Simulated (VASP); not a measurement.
# B (I4_1/amd) in VASP: a series of runs

Runs on B. Level: PBE. Tasks: single point.

Everything below comes from runs of VASP 6.6.1. Logs are shortened: lines on timing, memory, paths and dates and some standing lists are left out, and cuts for length are marked.

### 1 The cell of the first run

The structure is tetragonal, space group I4_1/amd (No. 141). Conventional cell: a = 3.011 Å, b = 3.011 Å, c = 1.410 Å, α = 90.00°, β = 90.00°, γ = 90.00°. B (site symmetry -4m2) has 10 B at 1.41 to 1.84 Å within 1.9 Å.

### 2 Single point, PBE

INCAR

```
  PREC = Accurate
  ENCUT = 520
  EDIFF = 1E-6
  ISMEAR = -1
  SIGMA = 0.05
  LREAL = False
  LASPH = True
  NELM = 60
  ALGO = Normal
  ISIF = 2
  LWAVE = False
  LCHARG = False
  GGA = PE
  NBANDS = 10
```

KPOINTS

```
regular mesh
0
Gamma
  21 21 21
```

POSCAR

```
B
1.0
   -1.5055928007      1.5055928007      0.7048948735
    1.5055928007     -1.5055928007      0.7048948735
    1.5055928007      1.5055928007     -0.7048948735
B
2
Direct
   -0.3750000000     -0.1250000000     -0.2500000000
    0.3750000000      0.1250000000      0.2500000000
```

Potentials or basis: VASP PAW PBE potentials, release 64 (B).

Run with:

```
$ cat potpaw_PBE.64/B/POTCAR > POTCAR
$ mpirun -np 1 vasp_std > vasp.out
```

OUTCAR:

```text
PREC = Accurate
   ENCUT = 520
   EDIFF = 1E-6
   ISMEAR = -1
   LREAL = False
   LASPH = True
   NELM = 60
   ISIF = 2
   GGA = PE

 ion  position               nearest neighbor table
   1  0.625  0.875  0.750-   2 1.55   2 1.55   2 1.55   2 1.55   2 1.84   2 1.84   2 1.84   2 1.84

   2  0.375  0.125  0.250-   1 1.55   1 1.55   1 1.55   1 1.55   1 1.84   1 1.84   1 1.84   1 1.84

  LATTYP: Found a body centered tetragonal cell.
 ALAT       =     3.0111856014
 C/A-ratio  =     0.4681842748

  Lattice vectors:

 A1 = (  -1.5055928007,   1.5055928007,   0.7048948735)
 A2 = (   1.5055928007,  -1.5055928007,   0.7048948735)
 A3 = (   1.5055928007,   1.5055928007,  -0.7048948735)

Analysis of symmetry for initial positions (statically):
=====================================================================
 Subroutine PRICEL returns:
 Original cell was already a primitive cell.

 Routine SETGRP: Setting up the symmetry group for a
 body centered tetragonal supercell.

 Subroutine GETGRP returns: Found 16 space group operations
 (whereof  4 operations were pure point group operations)
 out of a pool of 16 trial point group operations.

The static configuration has the point symmetry C_2h.
 The point group associated with its full space group is D_4h.

Analysis of symmetry for dynamics (positions and initial velocities):
=====================================================================
 Subroutine PRICEL returns:
 Original cell was already a primitive cell.

 Routine SETGRP: Setting up the symmetry group for a
 body centered tetragonal supercell.

 Subroutine GETGRP returns: Found 16 space group operations
 (whereof  4 operations were pure point group operations)
 out of a pool of 16 trial point group operations.

The dynamic configuration has the point symmetry C_2h.
 The point group associated with its full space group is D_4h.

 Subroutine INISYM returns: Found 16 space group operations
 (whereof  4 operations are pure point group operations),
 and found     1 'primitive' translations

----------------------------------------------------------------------------------------

                                     Primitive cell

  volume of cell :       6.3915

  direct lattice vectors                    reciprocal lattice vectors
    -1.505592801  1.505592801  0.704894874     0.000000000  0.332095106  0.709325630
     1.505592801 -1.505592801  0.704894874     0.332095106  0.000000000  0.709325630
     1.505592801  1.505592801 -0.704894874     0.332095106  0.332095106  0.000000000

  length of vectors
     2.242876757  2.242876757  2.242876757     0.783217727  0.783217727  0.469653402

  position of ions in fractional coordinates (direct lattice)
     0.625000000  0.875000000  0.750000000
     0.375000000  0.125000000  0.250000000

  ion indices of the primitive-cell ions
   primitive index   ion index
                 1           1
                 2           2

----------------------------------------------------------------------------------------

 KPOINTS: regular mesh

Automatic generation of k-mesh.
 Grid dimensions read from file:
 generate k-points for:   21   21   21

 Generating k-lattice:

  Cartesian coordinates                     Fractional coordinates (reciprocal lattice)
     0.000000000  0.015814053  0.033777411     0.047619048 -0.000000000  0.000000000
     0.015814053  0.000000000  0.033777411    -0.000000000  0.047619048  0.000000000
     0.015814053  0.015814053  0.000000000     0.000000000  0.000000000  0.047619048

  Length of vectors
     0.037296082  0.037296082  0.022364448

  Shift w.r.t. Gamma in fractional coordinates (k-lattice)
     0.000000000  0.000000000  0.000000000

 Subroutine IBZKPT returns following result:
 ===========================================

 Found    726 irreducible k-points:

 Following reciprocal coordinates:
            Coordinates               Weight
  0.000000  0.000000  0.000000      1.000000
  0.047619 -0.000000  0.000000      8.000000
  0.095238 -0.000000  0.000000      8.000000
  0.142857 -0.000000  0.000000      8.000000
  0.190476 -0.000000  0.000000      8.000000
  0.238095  0.000000  0.000000      8.000000
[... 16 lines left out ...]
 -0.428571  0.047619 -0.000000     16.000000
 -0.380952  0.047619 -0.000000     16.000000
 [... further k-points ...]
   k-points           NKPTS =    726   k-points in BZ     NKDIM =    726   number of bands    NBANDS=     10
   number of dos      NEDOS =    301   number of ions     NIONS =      2
   total plane-waves  NPLWV =   5832
   dimension x,y,z NGX =    18 NGY =   18 NGZ =   18
   dimension x,y,z NGXF=    36 NGYF=   36 NGZF=   36
   ions per type =               2
   NGX,Y,Z   is equivalent  to a cutoff of  13.34, 13.34, 13.34 a.u.
   NGXF,Y,Z  is equivalent  to a cutoff of  26.68, 26.68, 26.68 a.u.
 SYSTEM =  unknown system
   PREC   = accura    normal or accurate (medium, high low for compatibility)
   ISTART =      0    job   : 0-new  1-cont  2-samecut
   ICHARG =      2    charge: 1-file 2-atom 10-const
   ISPIN  =      1    spin polarized calculation?
   LNONCOLLINEAR =      F non collinear calculations
   LSORBIT =      F    spin-orbit coupling
   LASPH  =      T    aspherical Exc in radial PAW
   ENCUT  =  520.0 eV  38.22 Ry    6.18 a.u.   4.17  4.17  4.17*2*pi/ulx,y,z
   NELM   =     60;   NELMIN=  2; NELMDL= -5     # of ELM steps
   EDIFF  = 0.1E-05   stopping-criterion for ELM
   LREAL  =      F    real-space projection
   EDIFFG = 0.1E-04   stopping-criterion for IOM
   NSW    =      0    number of steps for IOM
   IBRION =     -1    ionic relax: 0-MD 1-quasi-New 2-CG
   NFREE  =      0    steps in history (QN), initial steepest desc. (CG)
   ISIF   =      2    stress and relaxation
   ISYM   =      2    0-nonsym 1-usesym 2-fastsym
   POTIM  = 0.5000    time-step for ionic-motion
   TEBEG  =    0.0;   TEEND  =   0.0 temperature during run
   PSTRESS=    0.0 pullay stress
   NELECT =       6.0000    total number of electrons
   NUPDOWN=      -1.0000    fix difference up-down
   EMIN   =  10.00;   EMAX   =-10.00  energy-range for DOS
   EFERMI =   0.00;   METHOD = LEGACY
   ISMEAR =    -1;   SIGMA  =   0.05  broadening in eV -4-tet -1-fermi 0-gaus
   EFERMI_NEDOS =   21; number of points for ismear=-14 and -15
   IALGO  =     38    algorithm
   IMIX   =      4    mixing-type and parameters
     AMIX     =   0.40;   BMIX     =  1.00
     AMIX_MAG =   1.60;   BMIX_MAG =  1.00
  volume/ion in A,a.u.               =       3.20        21.57
  Fermi-wavevector in a.u.,A,eV,Ry     =   1.602970  3.029174 34.960353  2.569513
  Thomas-Fermi vector in A             =   2.699707
   LORBIT       =      0    0 simple, 1 ext, 2 COOP (PROOUT), +10 PAW based schemes
   GGA     = PE    functional components
   LHFCALC =     F    Hartree Fock is set to
   AEXX    =    0.0000 exact exchange contribution
   IVDW    =     0    specifies the selected vdW correction
   LEPSILON=     F    determine dielectric tensor
   LRPA    =     F    only Hartree local field effects (RPA)
 non-spin polarized calculation
  energy-cutoff  :      520.00
  volume of cell :        6.39
 maximum number of plane-waves:       182
 NGX is ok and might be reduce to    18
   NGX =  9   NGY =  9   NGZ =  9

 number of electron       6.0000000 magnetization

 Free energy of the ion-electron system (eV)
  ---------------------------------------------------
  ext. energy  EPLUGINS =         0.00000000
  ---------------------------------------------------
  free energy    TOTEN  =        -3.76659579 eV

  energy without entropy =       -3.76385123  energy(sigma->0) =       -3.76522351

 E-fermi :  17.9871     XC(G=0): -15.7549

 val. band max:       17.9747164041   @ k =  -0.2381   0.3810   0.2381
 cond. band min:      17.9958464658   @ k =   0.3810   0.1905   0.1429
 fundamental gap:      0.0211300617
 Fermi energy:        17.9870581898

 k-point     1 :       0.0000    0.0000    0.0000
  band No.  band energies     occupation
      1      -7.8118      2.00000
      2      11.5857      2.00000
      3      11.5857      2.00000
      4      23.9796      0.00000
      5      29.2044      0.00000
      6      38.0672      0.00000
      7      38.0672      0.00000
      8      49.9524      0.00000
      9      52.8767      0.00000
     10      53.2285      0.00000

 k-point     2 :       0.0476   -0.0000    0.0000
  band No.  band energies     occupation
      1      -7.6716      2.00000
      2      11.5861      2.00000
      3      11.7270      2.00000
      4      24.3836      0.00000
      5      28.9526      0.00000
      6      37.7611      0.00000
      7      38.2101      0.00000
      8      50.4118      0.00000
      9      50.6748      0.00000
     10      53.1891      0.00000

 k-point     3 :       0.0952   -0.0000    0.0000
  band No.  band energies     occupation
      1      -7.2510      2.00000
      2      11.6221      2.00000
      3      12.1367      2.00000
      4      25.5592      0.00000
      5      28.2526      0.00000
      6      36.9572      0.00000
      7      38.6201      0.00000
      8      46.9254      0.00000
      9      51.6290      0.00000
     10      53.1952      0.00000

 k-point     4 :       0.1429   -0.0000    0.0000
  band No.  band energies     occupation
      1      -6.5503      2.00000
      2      11.7719      2.00000
      3      12.7676      2.00000
      4      27.2455      0.00000
      5      27.4213      0.00000
      6      35.8233      0.00000
      7      39.2250      0.00000
      8      43.2653      0.00000
      9      51.8012      0.00000
     10      54.0877      0.00000
[... 222 lines left out ...]
 k-point    22 :      -0.4762    0.0476    0.0000
  band No.  band energies     occupation
      1       3.3255      2.00000
      2      11.9920      2.00000
      3      17.1743      2.00000
      4      19.5244      0.00000
      5      26.4675      0.00000
      6      29.4004      0.00000
      7      37.6880      0.00000
      8      43.5364      0.00000
      9      46.6918      0.00000
     10      51.5015      0.00000

 k-point    23 :      -0.4286    0.0476   -0.0000
  band No.  band energies     occupation
      1       1.3645      2.00000
      2      13.0269      2.00000
      3      15.8167      2.00000
      4      20.7892      0.00000
      5      26.7087      0.00000
      6      32.1557      0.00000
      7      36.2676      0.00000
      8      45.3012      0.00000
      9      46.9515      0.00000
     10      47.9528      0.00000

 k-point    24 :      -0.3810    0.0476   -0.0000
  band No.  band energies     occupation
      1      -0.6159      2.00000
      2      13.0056      2.00000
      3      15.0950      2.00000
      4      22.6034      0.00000
      5      27.3773      0.00000
      6      35.0853      0.00000
      7      35.5610      0.00000
      8      42.9352      0.00000
      9      46.5804      0.00000
     10      48.9946      0.00000

 [... further k-points ...]
[... 5 lines left out ...]
  --------------------------------------------------------------------------------------
  -------------------------------------------------------------------------------------
  Total       23.5992002     23.5992002     23.6010804     -0.0000000      0.0000000      0.0000000
  in kB     5915.7316495   5915.7316495   5916.2029628     -0.0000000      0.0000000      0.0000000
  external PRESSURE =    5915.8887539 kB  Pullay stress =       0.0000000 kB

 VOLUME and BASIS-vectors are now :
 -----------------------------------------------------------------------------
  energy-cutoff  :      520.00
  volume of cell :        6.39
      direct lattice vectors                 reciprocal lattice vectors
    -1.505592801  1.505592801  0.704894874     0.000000000  0.332095106  0.709325630
     1.505592801 -1.505592801  0.704894874     0.332095106  0.000000000  0.709325630
     1.505592801  1.505592801 -0.704894874     0.332095106  0.332095106  0.000000000

 POSITION                                       TOTAL-FORCE (eV/Angst)
 -----------------------------------------------------------------------------------
      1.50559      0.75280      0.52867        -0.000000     -0.000000     -0.000000
     -0.00000      0.75280      0.17622         0.000000      0.000000      0.000000
 -----------------------------------------------------------------------------------
    total drift:                                0.000000     -0.000000      0.000000

  FREE ENERGIE OF THE ION-ELECTRON SYSTEM (eV)
  ---------------------------------------------------
  free  energy   TOTEN  =        -3.7665957888 eV

  energy  without entropy=       -3.7638512259  energy(sigma->0) =       -3.76522351
```

Run time: 61 s. Hardware: 1 thread of Intel Xeon 8259CL, shared host; peak memory 0.15 GiB.

What came out:

```
Free energy            : -3.7666 eV
Pressure               : 591.6 GPa
Band gap on the k mesh : zero (bands 3 and 4 overlap by 13.65 eV)
```

Levels at points of the mesh, in eV from the Fermi level:
```
           k point  band 1  band 2  band 3  band 4  band 5  band 6  band 7
(0.00, 0.00, 0.00)  -25.80   -6.40   -6.40    5.99   11.22   20.08   20.08
```

Caveat: the cell stands under pressure.

### 3 Single point, PBE (3.20 Å³/atom)

INCAR

```
SYSTEM = B
  PREC = Accurate
  ENCUT = 520
  EDIFF = 1E-6
  ISMEAR = -1
  SIGMA = 0.05
  LREAL = .False.
  LASPH = .True.
  NELM = 80
  ALGO = Normal
  ISIF = 2
  LWAVE = .False.
  LCHARG = .False.
  GGA = PE
  NBANDS = 10
```

KPOINTS

```
Automatic mesh
0
Gamma
  21 21 21
  0 0 0
```

POSCAR is that of step 2.

Potentials or basis: VASP PAW PBE potentials, release 64 (B).

Run with:

```
$ cat potpaw_PBE.64/B/POTCAR > POTCAR
$ mpirun -np 1 vasp_std > vasp.out
```

OUTCAR:

```text
SYSTEM = B
   PREC = Accurate
   ENCUT = 520
   EDIFF = 1E-6
   ISMEAR = -1
   LREAL = .False.
   LASPH = .True.
   NELM = 80
   ISIF = 2
   GGA = PE

 ion  position               nearest neighbor table
   1  0.625  0.875  0.750-   2 1.55   2 1.55   2 1.55   2 1.55   2 1.84   2 1.84   2 1.84   2 1.84

   2  0.375  0.125  0.250-   1 1.55   1 1.55   1 1.55   1 1.55   1 1.84   1 1.84   1 1.84   1 1.84

  LATTYP: Found a body centered tetragonal cell.
 ALAT       =     3.0111856014
 C/A-ratio  =     0.4681842748

  Lattice vectors:

 A1 = (  -1.5055928007,   1.5055928007,   0.7048948735)
[... 493 lines left out ...]
      7      35.5610      0.00000
      8      42.9352      0.00000
      9      46.5804      0.00000
     10      48.9946      0.00000

 [... further k-points ...]
[... 5 lines left out ...]
  --------------------------------------------------------------------------------------
  -------------------------------------------------------------------------------------
  Total       23.5992002     23.5992002     23.6010804     -0.0000000      0.0000000      0.0000000
  in kB     5915.7316495   5915.7316495   5916.2029628     -0.0000000      0.0000000      0.0000000
  external PRESSURE =    5915.8887539 kB  Pullay stress =       0.0000000 kB

 VOLUME and BASIS-vectors are now :
 -----------------------------------------------------------------------------
  energy-cutoff  :      520.00
  volume of cell :        6.39
      direct lattice vectors                 reciprocal lattice vectors
    -1.505592801  1.505592801  0.704894874     0.000000000  0.332095106  0.709325630
     1.505592801 -1.505592801  0.704894874     0.332095106  0.000000000  0.709325630
     1.505592801  1.505592801 -0.704894874     0.332095106  0.332095106  0.000000000

 POSITION                                       TOTAL-FORCE (eV/Angst)
 -----------------------------------------------------------------------------------
      1.50559      0.75280      0.52867        -0.000000     -0.000000     -0.000000
     -0.00000      0.75280      0.17622         0.000000      0.000000      0.000000
 -----------------------------------------------------------------------------------
    total drift:                                0.000000     -0.000000      0.000000

  FREE ENERGIE OF THE ION-ELECTRON SYSTEM (eV)
  ---------------------------------------------------
  free  energy   TOTEN  =        -3.7665957888 eV

  energy  without entropy=       -3.7638512259  energy(sigma->0) =       -3.76522351
```

Wall time 70 s (1 thread of Intel Xeon 8259CL, shared host); peak memory 0.15 GiB.

Results:

- Free energy: -3.7666 eV
- Pressure: 591.6 GPa
- Band gap on the k mesh: zero (bands 3 and 4 overlap by 13.65 eV)

Levels at points of the mesh, in eV from the Fermi level:
```tsv
k point	band 1	band 2	band 3	band 4	band 5	band 6
(0.00, 0.00, 0.00)	-25.80	-6.40	-6.40	5.99	11.22	20.08
```

Caveat: the cell stands under pressure.

### 4 Single point, PBE

This run uses another cell than the first one, of 3.99 Å³/atom.

INCAR

```
SYSTEM = B
PREC     = Accurate       ! precision mode
ENCUT    = 520            ! plane-wave cutoff, eV
EDIFF    = 1E-6           ! SCF threshold, eV
ISMEAR   = -1             ! smearing method
SIGMA    = 0.05           ! smearing width, eV
LREAL    = .FALSE.        ! projectors in reciprocal space
LASPH    = .TRUE.         ! aspherical terms in the spheres
NELM     = 60             ! most SCF steps
ALGO     = Normal         ! electronic algorithm
ISIF     = 2              ! what is computed and relaxed
LWAVE    = .FALSE.        ! write WAVECAR
LCHARG   = .FALSE.        ! write CHGCAR
GGA      = PE             ! functional
NBANDS   = 10             ! bands
```

KPOINTS

```
Automatic mesh
0
G
  21 21 21
  0 0 0
```

POSCAR

```
B
1.0
   -1.6353578545      1.6353578545      0.7468335535
    1.6353578545     -1.6353578545      0.7468335535
    1.6353578545      1.6353578545     -0.7468335535
B
2
Direct
   -0.3750000000     -0.1250000000     -0.2500000000
    0.3750000000      0.1250000000      0.2500000000
```

Run with:

```
$ cat potpaw_PBE.64/B/POTCAR > POTCAR
$ mpirun -np 1 vasp_std > vasp.out
```

It took 77 s on 1 thread of Intel Xeon 8259CL, shared host; peak memory 0.16 GiB.

It converged, with:

```
Free energy            : -7.9226 eV
Pressure               : 281.1 GPa
Band gap on the k mesh : zero (bands 3 and 4 overlap by 13.22 eV)
```

Stress tensor (GPa, compression positive):
```
281.15   0.00   0.00
  0.00 281.15   0.00
  0.00   0.00 280.97
```

Levels at points of the mesh, in eV from the Fermi level:
| k point | band 1 | band 2 | band 3 | band 4 | band 5 | band 6 | band 7 | band 8 |
| --- | --- | --- | --- | --- | --- | --- | --- | --- |
| (0.00, 0.00, 0.00) | -22.81 | -5.66 | -5.66 | 5.93 | 7.05 | 16.15 | 16.15 | 27.47 |

Caveat: the cell stands under pressure.

### 5 Single point, PBE (3.99 Å³/atom)

This run uses another cell than the first one, of 3.99 Å³/atom.

INCAR

```
PREC = Accurate
ENCUT = 520
EDIFF = 1E-7
ISMEAR = -1
SIGMA = 0.05
LREAL = F
LASPH = T
NELM = 60
ALGO = Normal
ISIF = 2
LWAVE = F
LCHARG = F
GGA = PE
NBANDS = 10
```

KPOINTS

```
Automatic mesh
0
Gamma
  21 21 21
```

POSCAR is that of step 4.

Run with:

```
$ cat potpaw_PBE.64/B/POTCAR > POTCAR
$ mpirun -np 1 vasp_std > vasp.out
```

Run time: 77 s. Hardware: 1 thread of Intel Xeon 8259CL, shared host; peak memory 0.16 GiB.

Results (log left out):

- Free energy: -7.9226 eV
- Pressure: 281.1 GPa
- Band gap on the k mesh: zero (bands 3 and 4 overlap by 13.22 eV)

Stress tensor (GPa, compression positive):
```
281.15   0.00   0.00
  0.00 281.15   0.00
  0.00   0.00 280.97
```

Levels at points of the mesh, in eV from the Fermi level:
```tsv
k point	band 1	band 2	band 3	band 4	band 5	band 6	band 7	band 8
(0.00, 0.00, 0.00)	-22.81	-5.66	-5.66	5.93	7.05	16.15	16.15	27.47
```

Caveat: the cell stands under pressure.

The gap in the log of VASP goes by the Fermi energy; the results here count the filled bands.